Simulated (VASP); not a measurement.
Write the native input for VASP 6.6.1 that does the following.

```yaml
Task: single point
Functional: PBE
Potentials_or_basis: VASP PAW PBE potentials, release 64 (Zn, Si, N)
Cutoff: 520 eV
k_mesh: 4 × 4 × 6
Occupations: gaussian, width 0.1 eV
Spin: collinear spin, ferromagnetic start
Starting_moments: "[0.0, 0.0, 0.0, 0.0, 1.0] μB"
Dipole_correction: no
Further_INCAR_settings: ALGO = Normal; EDIFF = 1e-07; NBANDS = 30
```

The structure of Zn2Si2N lies in POSCAR:

```
Zn2Si2N
1.0
    3.0999773200     -3.2217621300      0.0000000000
    3.0999773200      3.2217621300      0.0000000000
    0.0000000000      0.0000000000      3.3720711300
Zn Si N
2 2 1
Direct
    0.2575284600      0.2575284600      0.0000000000
    0.7424715400      0.7424715400      0.0000000000
    0.7540840100      0.2459159900      0.5000000000
    0.2459159900      0.7540840100      0.5000000000
    0.5000000000      0.5000000000      0.0000000000
```

The cell was generated, and may not be a known phase.

These files were run (other wordings do the same):

INCAR

```
ALGO = Normal
EDIFF = 1E-7
ENCUT = 520
GGA = PE
ISIF = 2
ISMEAR = 0
ISPIN = 2
LASPH = True
LCHARG = True
LELF = True
LORBIT = 11
LREAL = False
LVHAR = True
LWAVE = False
MAGMOM = 0 0 0 0 1
NBANDS = 30
NELM = 150
PREC = Accurate
SIGMA = 0.1
```

KPOINTS

```
k-points
0
Gamma
  4 4 6
```

Potentials or basis: VASP PAW PBE potentials, release 64 (Zn, Si, N).

Run with:

```bash
$ cat potpaw_PBE.64/Zn/POTCAR potpaw_PBE.64/Si/POTCAR potpaw_PBE.64/N/POTCAR > POTCAR
$ mpirun -np 1 vasp_std > vasp.out
```

It gave:

```json
{
 "Pressure": "43.0 GPa",
 "Largest force": "17.213 eV/Å",
 "Net moment": "0.00 μB per cell",
 "Valence electrons inside the program's atomic spheres": "Zn 11.45; Si 1.53; N 3.95"
}
```

Caveat: the stress differs along the axes, from 2 to 117 GPa; forces of over 1 eV/Å act on the atoms, so gaps and moduli don't describe the material at rest.

Run time: 120 s on 1 thread of Intel Xeon 8259CL (shared host), peak memory 0.26 GiB.
